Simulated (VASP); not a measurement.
Zn5S6 (a cell with a defect), 11 atoms in the cell. The cell holds a defect, 11 atoms: a = 6.305 Å, b = 6.658 Å, c = 6.658 Å, α = 120.00°, β = 90.00°, γ = 90.00°.  This cell differs from its parent crystal: atoms taken out, then relaxed in part.

```yaml
Program: VASP 6.6.1
Task: single point
Functional: PBE
Potentials_or_basis: VASP PAW PBE potentials, release 64 (Zn, S)
Cutoff: 520 eV
k_mesh: 2 × 2 × 2
Occupations: gaussian, width 0.01 eV
Spin: collinear spin
Starting_moments: "[0.0, 0.0, 0.0, 0.0, 0.0, 0.5, 0.0, 0.0, 0.5, 0.5, 0.5] μB"
Dipole_correction: no
Charge: -2
Further_INCAR_settings: ALGO = Normal; EDIFF = 1e-06; NBANDS = 63; NELECT = 98.0
```

Potentials or basis: VASP PAW PBE potentials, release 64 (Zn, S).

The run is started by

```console
$ cat potpaw_PBE.64/Zn/POTCAR potpaw_PBE.64/S/POTCAR > POTCAR
$ mpirun -np 1 vasp_std > vasp.out
```

Hardware: 1 thread of Intel Xeon 8259CL (shared host).

Estimate the wall time of this run.

Wall time 6.6 min on 1 thread of Intel Xeon 8259CL, with other jobs on the host, peak memory 0.46 GiB. Counts: scf iterations 17, k points 4.
